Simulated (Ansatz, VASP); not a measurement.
Two plane-wave programs on Cu

The input INCAR:

```
SYSTEM = Cu
ALGO = Normal
EDIFF = 1E-7
ENCUT = 520
GGA = CA
ISIF = 2
ISMEAR = -1
ISPIN = 2
ISYM = 0
LASPH = .TRUE.
LCHARG = .FALSE.
LMAXMIX = 4
LORBIT = 11
LREAL = .FALSE.
LWAVE = .FALSE.
MAGMOM = 1
NBANDS = 16
NELM = 150
PREC = Accurate
SIGMA = 0.01
```

The input KPOINTS:

```
k-points
0
G
  1 1 1
  0 0 0
```

POSCAR

```
Cu
1.0
   14.0000000000      0.0000000000      0.0000000000
    0.0000000000     14.4000000000      0.0000000000
    0.0000000000      0.0000000000     14.8000000000
Cu
1
Direct
    0.5000000000      0.5000000000      0.5000000000
```

Input for Ansatz:

```yaml
crystal:
  lattice:
    - [14.0, 0.0, 0.0]
    - [0.0, 14.4, 0.0]
    - [0.0, 0.0, 14.8]
  atoms:
    - { symbol: Cu, position: [0.5, 0.5, 0.5], spin: 1.0 }
  symmetry: { detect: false, time_reversal: true }
hamiltonian:
  xc: lda
  pseudopotentials:
    kind: paw
    azcp:
      Cu: "pseudopotentials/Cu.paw.azcp"
basis:
  ecutwfc: 420
  fft_grid_basis: typed
kpoints:
  mp_grid: { grid: [1, 1, 1], shift: [0, 0, 0] }
magnetization:
  spin_polarized: true
scf:
  occupations: { method: fermi_dirac, width: 0.01 }
output:
  write_density: true
  write_potential: true
  elf: true
  volumetric_format: npy
```

Alike in both runs: task single point; functional LDA; k mesh 1 × 1 × 1; occupations fermi-dirac, width 0.01 eV; collinear spin.

|  | VASP | Ansatz |
| --- | --- | --- |
| version | VASP 6.6.1 | Ansatz 0.2.0 |
| potentials or method | VASP PAW LDA potentials, release 64 (Cu), cutoff 520 eV | plane waves (420 eV) with PAW, scalar-relativistic |
| valence electrons in the cell | 11 | 19 |

```csv
,VASP,Ansatz,Ansatz less VASP
gap on the k mesh at the Fermi level (eV),0.75,0.80,+0.049
net moment per atom (μB),1.00,1.00,0.000
size of the moment on the site where the two differ most (μB),0.33,1.00,+0.674
```

Ansatz warns that its potentials were made for another functional, while VASP's fit it. LDA's correlation is that of Perdew and Zunger in VASP and of Perdew and Wang (1992) in Ansatz. Site moments also hang on the region over which each program counts them. VASP's potentials hold 11 valence electrons a cell and Ansatz's 19, so a difference there can come from the potentials and not from the codes. Ansatz's warnings: xc potential rough in thin density.
